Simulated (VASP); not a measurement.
# InP in VASP: a series of runs

InP is run at these levels: PBE; tasks: single point.

Program: VASP 6.6.1. These are calculated values, not measurements. Logs are shortened: lines on timing, memory, paths and dates and some standing lists are left out, and cuts for length are marked.

## 1. The cell of the first run

The cell holds a wire or tube with vacuum around it, 2 atoms: a = 9.000 Å, b = 9.300 Å, c = 4.826 Å, α = 90.00°, β = 90.00°, γ = 90.00°.

## 2. Single point, PBE, collinear spin

The input, INCAR:

```
SYSTEM = InP
  PREC = Accurate
  ENCUT = 520
  EDIFF = 1E-6
  ISMEAR = 0
  SIGMA = 0.05
  LREAL = .FALSE.
  LASPH = .TRUE.
  NELM = 150
  ALGO = Normal
  ISIF = 2
  LWAVE = .FALSE.
  LCHARG = .FALSE.
  ISPIN = 2
  MAGMOM = 0.5 0.5
  LORBIT = 11
  GGA = PE
  NBANDS = 20
```

The input, KPOINTS:

```
regular mesh
0
G
  1 1 13
  0 0 0
```

The input, POSCAR:

```
InP
1.0
    9.0000000000      0.0000000000      0.0000000000
    0.0000000000      9.3000000000      0.0000000000
    0.0000000000      0.0000000000      4.8256055669
In P
1 1
Direct
    0.5000000000      0.5000000000      0.0000000000
    0.5000000000      0.5000000000      0.5000000000
```

Potentials or basis: VASP PAW PBE potentials, release 64 (In_d, P).

Started as:

```sh
$ cat potpaw_PBE.64/In_d/POTCAR potpaw_PBE.64/P/POTCAR > POTCAR
$ mpirun -np 1 vasp_std > vasp.out
```

OUTCAR:

```text
SYSTEM = InP
   PREC = Accurate
   ENCUT = 520
   EDIFF = 1E-6
   ISMEAR = 0
   LREAL = .FALSE.
   LASPH = .TRUE.
   NELM = 150
   ISIF = 2
   ISPIN = 2
   LORBIT = 11
   GGA = PE

 ion  position               nearest neighbor table
   1  0.500  0.500  0.000-   2 2.41   2 2.41
   2  0.500  0.500  0.500-   1 2.41   1 2.41

  LATTYP: Found a simple orthorhombic cell.
 ALAT       =     4.8256055669
 B/A-ratio  =     1.8650508988
 C/A-ratio  =     1.9272192621

  Lattice vectors:

 A1 = (   0.0000000000,   0.0000000000,   4.8256055669)
 A2 = (   9.0000000000,   0.0000000000,   0.0000000000)
 A3 = (   0.0000000000,   9.3000000000,   0.0000000000)

Analysis of symmetry for initial positions (statically):
=====================================================================
 Subroutine PRICEL returns:
 Original cell was already a primitive cell.

 Routine SETGRP: Setting up the symmetry group for a
 simple orthorhombic supercell.

 Subroutine GETGRP returns: Found  8 space group operations
 (whereof  8 operations were pure point group operations)
 out of a pool of  8 trial point group operations.

The static configuration has the point symmetry D_2h.

Analysis of symmetry for dynamics (positions and initial velocities):
=====================================================================
 Subroutine PRICEL returns:
 Original cell was already a primitive cell.

 Routine SETGRP: Setting up the symmetry group for a
 simple orthorhombic supercell.

 Subroutine GETGRP returns: Found  8 space group operations
 (whereof  8 operations were pure point group operations)
 out of a pool of  8 trial point group operations.

The dynamic configuration has the point symmetry D_2h.

Analysis of structural, dynamic, and magnetic symmetry:
=====================================================================
 Subroutine PRICEL returns:
 Original cell was already a primitive cell.

 Routine SETGRP: Setting up the symmetry group for a
 simple orthorhombic supercell.

 Subroutine GETGRP returns: Found  8 space group operations
 (whereof  8 operations were pure point group operations)
 out of a pool of  8 trial point group operations.

The overall configuration has the point symmetry D_2h.

 Subroutine INISYM returns: Found  8 space group operations
 (whereof  8 operations are pure point group operations),
 and found     1 'primitive' translations

----------------------------------------------------------------------------------------
[... 97 lines left out ...]
  Fermi-wavevector in a.u.,A,eV,Ry     =   0.580417  1.096829  4.583579  0.336884
  Thomas-Fermi vector in A             =   1.624515
   LORBIT       =     11    0 simple, 1 ext, 2 COOP (PROOUT), +10 PAW based schemes
   GGA     = PE    functional components
   LHFCALC =     F    Hartree Fock is set to
   AEXX    =    0.0000 exact exchange contribution
   IVDW    =     0    specifies the selected vdW correction
   LEPSILON=     F    determine dielectric tensor
   LRPA    =     F    only Hartree local field effects (RPA)
 spin polarized calculation
 Gauss-broadening in eV      SIGMA  =   0.05
  energy-cutoff  :      520.00
  volume of cell :      403.90
 maximum number of plane-waves:     10894
 NGX is ok and might be reduce to    70
   NGX = 33   NGY = 35   NGZ = 17

 number of electron      18.0000006 magnetization       0.6023527

 Free energy of the ion-electron system (eV)
  ---------------------------------------------------
  ext. energy  EPLUGINS =         0.00000000
  ---------------------------------------------------
  free energy    TOTEN  =        -5.55568692 eV

  energy without entropy =       -5.54992545  energy(sigma->0) =       -5.55280619

 E-fermi :  -3.6983     XC(G=0):  -2.3528

 val. band max:       -3.9238255456   @ k =   0.0000   0.0000   0.3077
 cond. band min:      -3.6945126499   @ k =   0.0000   0.0000   0.1538
 fundamental gap:      0.2293128957
 Fermi energy:        -3.6982795478

 spin component 1

 k-point     1 :       0.0000    0.0000    0.0000
  band No.  band energies     occupation
      1     -18.6098      1.00000
      2     -18.1919      1.00000
      3     -18.1919      1.00000
      4     -18.1665      1.00000
      5     -18.1662      1.00000
      6     -13.0937      1.00000
[... 137 lines left out ...]
      6     -13.0636      1.00000
[... 12 lines left out ...]
     19       3.5290      0.00000
     20       3.6567      0.00000
 Fermi energy:        -3.6982795478

 spin component 2

 k-point     1 :       0.0000    0.0000    0.0000
  band No.  band energies     occupation
      1     -18.5826      1.00000
      2     -18.1889      1.00000
      3     -18.1889      1.00000
      4     -18.1546      1.00000
      5     -18.1544      1.00000
      6     -12.7456      1.00000
[... 150 lines left out ...]
     19       3.6106      0.00000
     20       3.7396      0.00000

------------------------ aborting loop because EDIFF is reached ----------------------------------------

  FORCE on cell =-STRESS in cart. coord.  units (eV):
  Direction    XX          YY          ZZ          XY          YZ          ZX
  --------------------------------------------------------------------------------------
  -------------------------------------------------------------------------------------
  Total        0.0305824      0.0172457     -0.1580275      0.0000000      0.0000000      0.0000000
  in kB        0.1213123      0.0684090     -0.6268533      0.0000000      0.0000000      0.0000000
  external PRESSURE =      -0.1457107 kB  Pullay stress =       0.0000000 kB

 VOLUME and BASIS-vectors are now :
 -----------------------------------------------------------------------------
  energy-cutoff  :      520.00
  volume of cell :      403.90
      direct lattice vectors                 reciprocal lattice vectors
     9.000000000  0.000000000  0.000000000     0.111111111  0.000000000  0.000000000
     0.000000000  9.300000000  0.000000000     0.000000000  0.107526882  0.000000000
     0.000000000  0.000000000  4.825605567     0.000000000  0.000000000  0.207227878

 POSITION                                       TOTAL-FORCE (eV/Angst)
 -----------------------------------------------------------------------------------
      4.50000      4.65000      0.00000         0.000000      0.000000      0.000000
      4.50000      4.65000      2.41280         0.000000      0.000000      0.000000
 -----------------------------------------------------------------------------------
    total drift:                                0.000000      0.000000      0.000000

  FREE ENERGIE OF THE ION-ELECTRON SYSTEM (eV)
  ---------------------------------------------------
  free  energy   TOTEN  =        -5.5556869218 eV

  energy  without entropy=       -5.5499254545  energy(sigma->0) =       -5.55280619

 total charge

# of ion       s       p       d       tot
------------------------------------------
    1        0.987   0.521   9.858  11.366
    2        1.076   1.379   0.000   2.455
--------------------------------------------------
tot          2.063   1.900   9.858  13.821

 magnetization (x)

# of ion       s       p       d       tot
------------------------------------------
    1        0.012  -0.014   0.013   0.011
    2        0.016   0.235   0.000   0.250
--------------------------------------------------
tot          0.027   0.221   0.013   0.261
```

OSZICAR:

```text
N       E                     dE             d eps       ncg     rms          rms(c)
DAV:   1     0.110648091445E+03    0.11065E+03   -0.59709E+03   584   0.586E+02
DAV:   2     0.542777419215E+01   -0.10522E+03   -0.10243E+03   664   0.165E+02
[... 14 lines left out ...]
DAV:  17    -0.555557833811E+01   -0.10759E-03   -0.51536E-06   572   0.112E-02    0.456E-03
DAV:  18    -0.555564710618E+01   -0.68768E-04   -0.43662E-06   576   0.863E-03    0.245E-03
DAV:  19    -0.555567628710E+01   -0.29181E-04   -0.26852E-06   560   0.685E-03    0.193E-03
DAV:  20    -0.555568522108E+01   -0.89340E-05   -0.12289E-06   568   0.405E-03    0.122E-03
DAV:  21    -0.555568665954E+01   -0.14385E-05   -0.26823E-07   508   0.205E-03    0.351E-04
DAV:  22    -0.555568692178E+01   -0.26225E-06   -0.49744E-08   528   0.772E-04
   1 F= -.55556869E+01 E0= -.55528062E+01  d E =-.576147E-02  mag=     0.6023
```

Wall time 1.9 min (1 thread of AMD EPYC 9R45 (Zen 5), shared host); peak memory 0.53 GiB.

What came out:

| Item | Value |
| --- | --- |
| Free energy | -5.5557 eV |
| Net moment | 0.60 μB per cell |
| Site moments | In +0.01; P +0.25 μB |
| Valence electrons inside the program's atomic spheres | In 11.37; P 2.46 |

Caveat: spin-orbit coupling is left out, which moves the levels of the heavy elements.

## 3. Single point, PBE, collinear spin

This run uses another cell than the first one.

The input, INCAR:

```
SYSTEM = InP
PREC = Accurate ; ENCUT = 520
EDIFF = 1E-6 ; ISMEAR = 0
SIGMA = 0.05 ; LREAL = .False.
LASPH = .True. ; NELM = 150
ALGO = Normal ; ISIF = 2
LWAVE = .False. ; LCHARG = .False.
ISPIN = 2 ; MAGMOM = 0.5 0.5
LORBIT = 11 ; GGA = PE
NBANDS = 20
```

The input, KPOINTS:

```
Automatic mesh
0
Gamma
  1 1 13
  0 0 0
```

The input, POSCAR:

```
InP
1.0
    9.0000000000      0.0000000000      0.0000000000
    0.0000000000      9.3000000000      0.0000000000
    0.0000000000      0.0000000000      4.8705332309
In P
1 1
Direct
    0.5000000000      0.5000000000     -0.0175002986
    0.5000000000      0.5000000000      0.4825002986
```

Potentials or basis: VASP PAW PBE potentials, release 64 (In_d, P).

Started as:

```sh
$ cat potpaw_PBE.64/In_d/POTCAR potpaw_PBE.64/P/POTCAR > POTCAR
$ mpirun -np 1 vasp_std > vasp.out
```

Wall time 1.9 min (1 thread of AMD EPYC 9R45 (Zen 5), shared host); peak memory 0.53 GiB.

It converged, with:

- Free energy: -5.5577 eV
- Net moment: 0.77 μB per cell
- Site moments: In +0.04; P +0.30 μB
- Valence electrons inside the program's atomic spheres: In 11.36; P 2.45

Levels at points of the mesh, in eV from the Fermi level:
Spin up:
| k point | band 5 | band 6 | band 7 | band 8 | band 9 | band 10 | band 11 | band 12 | band 13 | band 14 |
| --- | --- | --- | --- | --- | --- | --- | --- | --- | --- | --- |
| (0.00, 0.00, 0.00) | -14.37 | -9.38 | -2.92 | -1.54 | -1.18 | -1.18 | 3.92 | 4.13 | 4.15 | 5.09 |
Spin down:
```csv
k point,band 7,band 8,band 9,band 10,band 11,band 12
"(0.00, 0.00, 0.00)",-2.68,-1.32,-0.68,-0.68,3.98,4.37
```

Caveat: spin-orbit coupling is left out, which moves the levels of the heavy elements.

## 4. Single point, PBE, collinear spin

This run uses another cell than the first one.

The input, INCAR:

```
ALGO = Normal
EDIFF = 1E-6
ENCUT = 520
GGA = PE
ISIF = 2
ISMEAR = 0
ISPIN = 2
LASPH = True
LCHARG = False
LORBIT = 11
LREAL = False
LWAVE = False
MAGMOM = 0.5 0.5
NBANDS = 20
NELM = 150
PREC = Accurate
SIGMA = 0.05
```

The input, KPOINTS:

```
k-points
0
Gamma
  1 1 13
```

The input, POSCAR:

```
InP
1.0
    9.0000000000      0.0000000000      0.0000000000
    0.0000000000      9.3000000000      0.0000000000
    0.0000000000      0.0000000000      4.9862887463
In P
1 1
Direct
    0.5000000000      0.5000000000      0.0000000000
    0.5000000000      0.5000000000      0.5000000000
```

Potentials or basis: VASP PAW PBE potentials, release 64 (In_d, P).

Started as:

```sh
$ cat potpaw_PBE.64/In_d/POTCAR potpaw_PBE.64/P/POTCAR > POTCAR
$ mpirun -np 1 vasp_std > vasp.out
```

OUTCAR:

```text
EDIFF = 1E-6
   ENCUT = 520
   GGA = PE
   ISIF = 2
   ISMEAR = 0
   ISPIN = 2
   LASPH = True
   LORBIT = 11
   LREAL = False
   NELM = 150
   PREC = Accurate

 ion  position               nearest neighbor table
   1  0.500  0.500  0.000-   2 2.49   2 2.49
   2  0.500  0.500  0.500-   1 2.49   1 2.49

  LATTYP: Found a simple orthorhombic cell.
 ALAT       =     4.9862887463
 B/A-ratio  =     1.8049496244
 C/A-ratio  =     1.8651146119

  Lattice vectors:

 A1 = (   0.0000000000,   0.0000000000,   4.9862887463)
 A2 = (   9.0000000000,   0.0000000000,   0.0000000000)
 A3 = (   0.0000000000,   9.3000000000,   0.0000000000)

Analysis of symmetry for initial positions (statically):
=====================================================================
 Subroutine PRICEL returns:
 Original cell was already a primitive cell.

 Routine SETGRP: Setting up the symmetry group for a
 simple orthorhombic supercell.

 Subroutine GETGRP returns: Found  8 space group operations
 (whereof  8 operations were pure point group operations)
 out of a pool of  8 trial point group operations.

The static configuration has the point symmetry D_2h.

Analysis of symmetry for dynamics (positions and initial velocities):
=====================================================================
 Subroutine PRICEL returns:
 Original cell was already a primitive cell.

 Routine SETGRP: Setting up the symmetry group for a
 simple orthorhombic supercell.

 Subroutine GETGRP returns: Found  8 space group operations
 (whereof  8 operations were pure point group operations)
 out of a pool of  8 trial point group operations.

The dynamic configuration has the point symmetry D_2h.

Analysis of structural, dynamic, and magnetic symmetry:
=====================================================================
 Subroutine PRICEL returns:
[... 132 lines left out ...]
 Free energy of the ion-electron system (eV)
  ---------------------------------------------------
  ext. energy  EPLUGINS =         0.00000000
  ---------------------------------------------------
  free energy    TOTEN  =        -5.53751600 eV

  energy without entropy =       -5.53200673  energy(sigma->0) =       -5.53476137

 E-fermi :  -3.7495     XC(G=0):  -2.3318

 val. band max:       -3.7547512089   @ k =   0.0000   0.0000   0.3077
 cond. band min:      -3.5389091694   @ k =   0.0000   0.0000   0.3846
 fundamental gap:      0.2158420395
 Fermi energy:        -3.7494965437

 spin component 1

 k-point     1 :       0.0000    0.0000    0.0000
  band No.  band energies     occupation
      1     -18.2714      1.00000
      2     -18.0099      1.00000
      3     -18.0098      1.00000
      4     -17.9497      1.00000
      5     -17.9493      1.00000
      6     -12.9992      1.00000
[... 137 lines left out ...]
      6     -12.9646      1.00000
[... 12 lines left out ...]
     19       3.3952      0.00000
     20       3.5223      0.00000
 Fermi energy:        -3.7494965437

 spin component 2

 k-point     1 :       0.0000    0.0000    0.0000
  band No.  band energies     occupation
      1     -18.2545      1.00000
      2     -18.0135      1.00000
      3     -18.0135      1.00000
      4     -17.9445      1.00000
      5     -17.9442      1.00000
      6     -12.5265      1.00000
[... 150 lines left out ...]
     19       3.5600      0.00000
     20       3.6409      0.00000

------------------------ aborting loop because EDIFF is reached ----------------------------------------

  FORCE on cell =-STRESS in cart. coord.  units (eV):
  Direction    XX          YY          ZZ          XY          YZ          ZX
  --------------------------------------------------------------------------------------
  -------------------------------------------------------------------------------------
  Total        0.0290463      0.0168266     -0.7136821      0.0000000      0.0000000      0.0000000
  in kB        0.1115059      0.0645957     -2.7397599      0.0000000      0.0000000      0.0000000
  external PRESSURE =      -0.8545527 kB  Pullay stress =       0.0000000 kB

 VOLUME and BASIS-vectors are now :
 -----------------------------------------------------------------------------
  energy-cutoff  :      520.00
  volume of cell :      417.35
      direct lattice vectors                 reciprocal lattice vectors
     9.000000000  0.000000000  0.000000000     0.111111111  0.000000000  0.000000000
     0.000000000  9.300000000  0.000000000     0.000000000  0.107526882  0.000000000
     0.000000000  0.000000000  4.986288746     0.000000000  0.000000000  0.200549958

 POSITION                                       TOTAL-FORCE (eV/Angst)
 -----------------------------------------------------------------------------------
      4.50000      4.65000      0.00000         0.000000      0.000000      0.000000
      4.50000      4.65000      2.49314         0.000000      0.000000      0.000000
 -----------------------------------------------------------------------------------
    total drift:                                0.000000      0.000000      0.000000

  FREE ENERGIE OF THE ION-ELECTRON SYSTEM (eV)
  ---------------------------------------------------
  free  energy   TOTEN  =        -5.5375160019 eV

  energy  without entropy=       -5.5320067321  energy(sigma->0) =       -5.53476137

 total charge

# of ion       s       p       d       tot
------------------------------------------
    1        1.025   0.459   9.851  11.334
    2        1.099   1.330   0.000   2.430
--------------------------------------------------
tot          2.124   1.789   9.851  13.764

 magnetization (x)

# of ion       s       p       d       tot
------------------------------------------
    1       -0.002  -0.019   0.012  -0.009
    2        0.011   0.308   0.000   0.318
--------------------------------------------------
tot          0.009   0.288   0.012   0.309
```

stdout:

```text
POSCAR found type information on POSCAR InP
 POSCAR found :  2 types and       2 ions
 scaLAPACK will be used
 LDA part: xc-table for (Slater+PW92), standard interpolation
 POSCAR, INCAR and KPOINTS ok, starting setup
 FFT: planning ... GRIDC
 FFT: planning ... GRID_SOFT
 FFT: planning ... GRID
 WAVECAR not read
 entering main loop
```

Wall time 2.2 min (1 thread of AMD EPYC 9R45 (Zen 5), shared host); peak memory 0.58 GiB.

What came out:

```yaml
Free_energy: -5.5375 eV
Net_moment: 0.77 μB per cell
Site_moments: In -0.01; P +0.32 μB
Valence_electrons_inside_the_program's_atomic_spheres: In 11.33; P 2.43
```

Caveat: spin-orbit coupling is left out, which moves the levels of the heavy elements.

## 5. Overview

| cell | gap on the mesh (eV) | moment (μB) |
| --- | --- | --- |
| a = 9.000, b = 9.300, c = 4.826 Å, 2 atoms | none | 0.60 |
| a = 9.000, b = 9.300, c = 4.871 Å, 2 atoms | none | 0.77 |
| a = 9.000, b = 9.300, c = 4.986 Å, 2 atoms | none | 0.77 |

Alike in all rows: task single point; level PBE; potentials or basis VASP PAW PBE potentials, release 64 (In_d, P); spin collinear; k mesh 1 × 1 × 13; cutoff (eV) 520; smearing gaussian 0.05 eV.

Caveats: spin-orbit coupling is left out, which moves the levels of the heavy elements.

Total energies depend on the potentials used, so only differences within one code and one set of settings carry meaning.
